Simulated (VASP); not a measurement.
# BeNi (Pm-3m) in VASP: notebook

BeNi is run at these levels: LDA; tasks: single point.

Everything below comes from runs of VASP 6.6.1. Logs are shortened: lines on timing, memory, paths and dates and some standing lists are left out, and cuts for length are marked.

### 1 The cell of the first run

The structure is cubic, space group Pm-3m (No. 221). The conventional cell has a = 2.587 Å, b = 2.587 Å, c = 2.587 Å, α = 90.00°, β = 90.00°, γ = 90.00°. Be (site symmetry m-3m) has 8 Ni at 2.24 Å and 6 Be at 2.59 Å within 3.0 Å. Within 3.0 Å of Ni (site symmetry m-3m) lie 8 Be at 2.24 Å and 6 Ni at 2.59 Å.

### 2 Single point, LDA, collinear spin, ferromagnetic start

INCAR

```
PREC = Accurate ; ENCUT = 520
EDIFF = 1E-6 ; ISMEAR = 0
SIGMA = 0.3 ; LREAL = F
LASPH = T ; NELM = 150
ALGO = Normal ; ISIF = 2
LWAVE = F ; LCHARG = F
ISPIN = 2 ; MAGMOM = 0.15 1.14
LORBIT = 11 ; NUPDOWN = 1.4
LMAXMIX = 4 ; GGA = CA
NBANDS = 17
```

KPOINTS

```
regular mesh
0
Gamma
  9 9 9
```

POSCAR

```
BeNi
1.0
    2.5870000000      0.0000000000      0.0000000000
    0.0000000000      2.5870000000      0.0000000000
    0.0000000000      0.0000000000      2.5870000000
Be Ni
1 1
Direct
    0.0000000000      0.0000000000      0.0000000000
    0.5000000000      0.5000000000      0.5000000000
```

Potentials or basis: VASP PAW LDA potentials, release 64 (Be, Ni).

Started as:

```bash
$ cat potpaw_LDA.64/Be/POTCAR potpaw_LDA.64/Ni/POTCAR > POTCAR
$ mpirun -np 1 vasp_std > vasp.out
```

OUTCAR:

```text
PREC = Accurate
   ENCUT = 520
   EDIFF = 1E-6
   ISMEAR = 0
   LREAL = F
   LASPH = T
   NELM = 150
   ISIF = 2
   ISPIN = 2
   LORBIT = 11
   NUPDOWN = 1.4
   GGA = CA

 ion  position               nearest neighbor table
   1  0.000  0.000  0.000-   2 2.24   2 2.24   2 2.24   2 2.24   2 2.24   2 2.24   2 2.24   2 2.24

   2  0.500  0.500  0.500-   1 2.24   1 2.24   1 2.24   1 2.24   1 2.24   1 2.24   1 2.24   1 2.24

  LATTYP: Found a simple cubic cell.
 ALAT       =     2.5870000000

  Lattice vectors:

 A1 = (   2.5870000000,   0.0000000000,   0.0000000000)
 A2 = (   0.0000000000,   2.5870000000,   0.0000000000)
 A3 = (   0.0000000000,   0.0000000000,   2.5870000000)

Analysis of symmetry for initial positions (statically):
=====================================================================
 Subroutine PRICEL returns:
 Original cell was already a primitive cell.

 Routine SETGRP: Setting up the symmetry group for a
 simple cubic supercell.

 Subroutine GETGRP returns: Found 48 space group operations
 (whereof 48 operations were pure point group operations)
 out of a pool of 48 trial point group operations.

The static configuration has the point symmetry O_h .

Analysis of symmetry for dynamics (positions and initial velocities):
=====================================================================
 Subroutine PRICEL returns:
 Original cell was already a primitive cell.

 Routine SETGRP: Setting up the symmetry group for a
 simple cubic supercell.

 Subroutine GETGRP returns: Found 48 space group operations
 (whereof 48 operations were pure point group operations)
 out of a pool of 48 trial point group operations.

The dynamic configuration has the point symmetry O_h .

Analysis of structural, dynamic, and magnetic symmetry:
=====================================================================
 Subroutine PRICEL returns:
 Original cell was already a primitive cell.

 Routine SETGRP: Setting up the symmetry group for a
 simple cubic supercell.

 Subroutine GETGRP returns: Found 48 space group operations
 (whereof 48 operations were pure point group operations)
 out of a pool of 48 trial point group operations.

The overall configuration has the point symmetry O_h .

 Subroutine INISYM returns: Found 48 space group operations
 (whereof 48 operations are pure point group operations),
 and found     1 'primitive' translations

----------------------------------------------------------------------------------------

                                     Primitive cell

  volume of cell :      17.3137

  direct lattice vectors                    reciprocal lattice vectors
     2.587000000  0.000000000  0.000000000     0.386548125  0.000000000  0.000000000
     0.000000000  2.587000000  0.000000000     0.000000000  0.386548125  0.000000000
     0.000000000  0.000000000  2.587000000     0.000000000  0.000000000  0.386548125

  length of vectors
     2.587000000  2.587000000  2.587000000     0.386548125  0.386548125  0.386548125

  position of ions in fractional coordinates (direct lattice)
     0.000000000  0.000000000  0.000000000
     0.500000000  0.500000000  0.500000000

  ion indices of the primitive-cell ions
   primitive index   ion index
                 1           1
                 2           2

----------------------------------------------------------------------------------------

 KPOINTS: regular mesh

Automatic generation of k-mesh.
 Grid dimensions read from file:
 generate k-points for:    9    9    9

 Generating k-lattice:

  Cartesian coordinates                     Fractional coordinates (reciprocal lattice)
     0.042949792  0.000000000  0.000000000     0.111111111  0.000000000  0.000000000
     0.000000000  0.042949792  0.000000000     0.000000000  0.111111111  0.000000000
     0.000000000  0.000000000  0.042949792     0.000000000  0.000000000  0.111111111

  Length of vectors
     0.042949792  0.042949792  0.042949792

  Shift w.r.t. Gamma in fractional coordinates (k-lattice)
     0.000000000  0.000000000  0.000000000

 Subroutine IBZKPT returns following result:
 ===========================================

 Found     35 irreducible k-points:

 Following reciprocal coordinates:
            Coordinates               Weight
  0.000000  0.000000  0.000000      1.000000
  0.111111  0.000000  0.000000      6.000000
  0.222222  0.000000  0.000000      6.000000
  0.333333  0.000000  0.000000      6.000000
  0.444444  0.000000  0.000000      6.000000
  0.111111  0.111111  0.000000     12.000000
[... 16 lines left out ...]
  0.333333  0.333333  0.111111     24.000000
  0.444444  0.333333  0.111111     48.000000
 [... further k-points ...]
   k-points           NKPTS =     35   k-points in BZ     NKDIM =     35   number of bands    NBANDS=     17
   number of dos      NEDOS =    301   number of ions     NIONS =      2
   total plane-waves  NPLWV =   8000
   dimension x,y,z NGX =    20 NGY =   20 NGZ =   20
   dimension x,y,z NGXF=    40 NGYF=   40 NGZF=   40
   ions per type =               1   1
   NGX,Y,Z   is equivalent  to a cutoff of  12.85, 12.85, 12.85 a.u.
   NGXF,Y,Z  is equivalent  to a cutoff of  25.70, 25.70, 25.70 a.u.
 SYSTEM =  unknown system
   PREC   = accura    normal or accurate (medium, high low for compatibility)
   ISTART =      0    job   : 0-new  1-cont  2-samecut
   ICHARG =      2    charge: 1-file 2-atom 10-const
   ISPIN  =      2    spin polarized calculation?
   LNONCOLLINEAR =      F non collinear calculations
   LSORBIT =      F    spin-orbit coupling
   LASPH  =      T    aspherical Exc in radial PAW
   ENCUT  =  520.0 eV  38.22 Ry    6.18 a.u.   4.81  4.81  4.81*2*pi/ulx,y,z
   NELM   =    150;   NELMIN=  2; NELMDL= -5     # of ELM steps
   EDIFF  = 0.1E-05   stopping-criterion for ELM
   LREAL  =      F    real-space projection
   EDIFFG = 0.1E-04   stopping-criterion for IOM
   NSW    =      0    number of steps for IOM
   IBRION =     -1    ionic relax: 0-MD 1-quasi-New 2-CG
   NFREE  =      0    steps in history (QN), initial steepest desc. (CG)
   ISIF   =      2    stress and relaxation
   ISYM   =      2    0-nonsym 1-usesym 2-fastsym
   POTIM  = 0.5000    time-step for ionic-motion
   TEBEG  =    0.0;   TEEND  =   0.0 temperature during run
   PSTRESS=    0.0 pullay stress
   NELECT =      12.0000    total number of electrons
   NUPDOWN=       1.4000    fix difference up-down
   EMIN   =  10.00;   EMAX   =-10.00  energy-range for DOS
   EFERMI =   0.00;   METHOD = LEGACY
   ISMEAR =     0;   SIGMA  =   0.30  broadening in eV -4-tet -1-fermi 0-gaus
   EFERMI_NEDOS =   21; number of points for ismear=-14 and -15
   IALGO  =     38    algorithm
   IMIX   =      4    mixing-type and parameters
     AMIX     =   0.40;   BMIX     =  1.00
     AMIX_MAG =   1.60;   BMIX_MAG =  1.00
  volume/ion in A,a.u.               =       8.66        58.42
  Fermi-wavevector in a.u.,A,eV,Ry     =   1.448790  2.737816 28.558532  2.098993
  Thomas-Fermi vector in A             =   2.566591
   LORBIT       =     11    0 simple, 1 ext, 2 COOP (PROOUT), +10 PAW based schemes
   GGA     = CA    functional components
   LHFCALC =     F    Hartree Fock is set to
   AEXX    =    0.0000 exact exchange contribution
   IVDW    =     0    specifies the selected vdW correction
   LEPSILON=     F    determine dielectric tensor
   LRPA    =     F    only Hartree local field effects (RPA)
 spin polarized calculation
 Gauss-broadening in eV      SIGMA  =   0.30
  energy-cutoff  :      520.00
  volume of cell :       17.31
 maximum number of plane-waves:       474
 NGX is ok and might be reduce to    20
   NGX =  9   NGY =  9   NGZ =  9

 number of electron      12.0000019 magnetization       1.4000158

 Free energy of the ion-electron system (eV)
  ---------------------------------------------------
  ext. energy  EPLUGINS =         0.00000000
  ---------------------------------------------------
  free energy    TOTEN  =       -10.73047582 eV

  energy without entropy =      -10.65602885  energy(sigma->0) =      -10.69325233

 E-fermi :   7.6219     XC(G=0): -12.7575

 val. band max:       10.7846129349   @ k =   0.4444   0.3333   0.3333
 cond. band min:       7.6264020543   @ k =   0.4444   0.4444   0.3333
 fundamental gap:     -3.1582108806
 Fermi energy:        10.8350355349

 spin component 1

 k-point     1 :       0.0000    0.0000    0.0000
  band No.  band energies     occupation
      1      -1.5765      1.00000
      2       4.5027      1.00000
      3       4.5027      1.00000
      4       6.7603      1.00000
      5       6.7603      1.00000
      6       6.7603      1.00000
[... 9 lines left out ...]
     16      39.9852      0.00000
     17      39.9852      0.00000
[... 441 lines left out ...]
 k-point    24 :       0.4444    0.3333    0.1111
  band No.  band energies     occupation
      1       3.4046      1.00000
      2       4.2482      1.00000
      3       5.3452      1.00000
      4       5.5892      1.00000
      5       6.3827      1.00000
      6       7.0615      1.00000
[... 9 lines left out ...]
     16      37.1620      0.00000
     17      41.2989      0.00000

 [... further k-points ...]

 spin component 2

 k-point     1 :       0.0000    0.0000    0.0000
  band No.  band energies     occupation
      1      -1.1375      1.00000
      2       5.4704      1.00000
      3       5.4704      1.00000
      4       7.6735      0.40393
      5       7.6735      0.40393
      6       7.6735      0.40393
[... 9 lines left out ...]
     16      40.4068      0.00000
     17      40.4068      0.00000
[... 441 lines left out ...]
 k-point    24 :       0.4444    0.3333    0.1111
  band No.  band energies     occupation
      1       4.0013      1.00000
      2       4.9371      1.00000
      3       6.0995      1.00000
      4       6.5250      1.00000
      5       7.3106      0.92886
      6       7.8377      0.15450
[... 9 lines left out ...]
     16      37.6750      0.00000
     17      41.7276      0.00000

 [... further k-points ...]
[... 5 lines left out ...]
  --------------------------------------------------------------------------------------
  -------------------------------------------------------------------------------------
  Total        0.5946082      0.5946082      0.5946082     -0.0000000      0.0000000      0.0000000
  in kB       55.0240002     55.0240002     55.0240002     -0.0000000      0.0000000      0.0000000
  external PRESSURE =      55.0240002 kB  Pullay stress =       0.0000000 kB

 VOLUME and BASIS-vectors are now :
 -----------------------------------------------------------------------------
  energy-cutoff  :      520.00
  volume of cell :       17.31
      direct lattice vectors                 reciprocal lattice vectors
     2.587000000  0.000000000  0.000000000     0.386548125  0.000000000  0.000000000
     0.000000000  2.587000000  0.000000000     0.000000000  0.386548125  0.000000000
     0.000000000  0.000000000  2.587000000     0.000000000  0.000000000  0.386548125

 POSITION                                       TOTAL-FORCE (eV/Angst)
 -----------------------------------------------------------------------------------
      0.00000      0.00000      0.00000         0.000000      0.000000      0.000000
      1.29350      1.29350      1.29350         0.000000      0.000000      0.000000
 -----------------------------------------------------------------------------------
    total drift:                               -0.000000      0.000000      0.000000

  FREE ENERGIE OF THE ION-ELECTRON SYSTEM (eV)
  ---------------------------------------------------
  free  energy   TOTEN  =       -10.7304758156 eV

  energy  without entropy=      -10.6560288479  energy(sigma->0) =      -10.69325233

 total charge

# of ion       s       p       d       tot
------------------------------------------
    1        0.436   0.743   0.000   1.178
    2        0.542   0.667   8.320   9.529
--------------------------------------------------
tot          0.978   1.409   8.320  10.707

 magnetization (x)

# of ion       s       p       d       tot
------------------------------------------
    1        0.014   0.133   0.000   0.147
    2        0.043   0.145   0.936   1.124
--------------------------------------------------
tot          0.056   0.278   0.936   1.271
```

It used 52 s of CPU time on 1 thread of AMD EPYC 7R13 Processor (Zen 3), on a shared host.

What came out:

```yaml
Free_energy: -10.7305 eV
Pressure: 5.5 GPa
Net_moment: 1.40 μB per cell
Site_moments: Be +0.15; Ni +1.12 μB
Valence_electrons_inside_the_program's_atomic_spheres: Be 1.18; Ni 9.53
```

Caveat: the total moment is fixed, so each spin has its own Fermi level.

### 3 Single point, LDA, collinear spin, ferromagnetic start

INCAR

```
PREC     = Accurate       # precision mode
ENCUT    = 520            # plane-wave cutoff, eV
EDIFF    = 1E-7           # SCF threshold, eV
ISMEAR   = 0              # smearing method
SIGMA    = 0.3            # smearing width, eV
LREAL    = F              # projectors in reciprocal space
LASPH    = T              # aspherical terms in the spheres
NELM     = 150            # most SCF steps
ALGO     = Normal         # electronic algorithm
ISIF     = 2              # what is computed and relaxed
LWAVE    = F              # write WAVECAR
LCHARG   = F              # write CHGCAR
ISPIN    = 2              # spin polarisation
MAGMOM   = 0.23 1.39      # initial moments
LORBIT   = 11             # projections on sites
NUPDOWN  = 1.8            # fixed moment
LMAXMIX  = 4              # l up to which the mixer works
NBANDS   = 17             # bands
```

KPOINTS is that of step 2.

POSCAR is that of step 2.

Potentials or basis: VASP PAW LDA potentials, release 64 (Be, Ni).

Started as:

```bash
$ cat potpaw_LDA.64/Be/POTCAR potpaw_LDA.64/Ni/POTCAR > POTCAR
$ mpirun -np 1 vasp_std > vasp.out
```

It used 41 s of CPU time on 1 thread of AMD EPYC 7R13 Processor (Zen 3) (shared host).

The run converged. Its results:

| Item | Value |
| --- | --- |
| Free energy | -9.9358 eV |
| Pressure | 11.9 GPa |
| Net moment | 1.80 μB per cell |
| Site moments | Be +0.22; Ni +1.39 μB |
| Valence electrons inside the program's atomic spheres | Be 1.20; Ni 9.49 |

Caveat: the total moment is fixed, so each spin has its own Fermi level.
